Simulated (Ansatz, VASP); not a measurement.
## One calculation of Zn, two programs

```xyz
2
Lattice="2.6104 0.0000 0.0000 -1.3052 2.2607 0.0000 0.0000 0.0000 4.8457" Properties=species:S:1:pos:R:3 pbc="T T T"
Zn    0.0000    1.5071    1.2114
Zn    1.3052    0.7536    3.6343
```

Change from the starting cell: volume scaled by 0.94, crystal datasets.

Alike in both runs: task electric field gradients; functional PBEsol; k mesh 16 × 16 × 8; occupations fermi-dirac, width 0.03 eV; no spin polarisation.

```csv
,VASP,Ansatz
version,VASP 6.6.1,Ansatz 0.2.0
potentials or method,"VASP PAW PBE potentials, release 64 (Zn), cutoff 520 eV","all-electron PAW with datasets made for the crystal, scalar-relativistic"
```

```tsv
	VASP	Ansatz	Ansatz less VASP
pressure (GPa)	-0.3	-0.8	-0.44
traceless stress, the component that is largest in VASP (GPa)	-1.03	-0.88	+0.149
size of Vzz on the site where it differs most (V/Å²)	41.8	41.0	-0.79
```

VASP's potentials were made for PBE, not for PBEsol. Ansatz ran all-electron here, and VASP with PAW potentials.
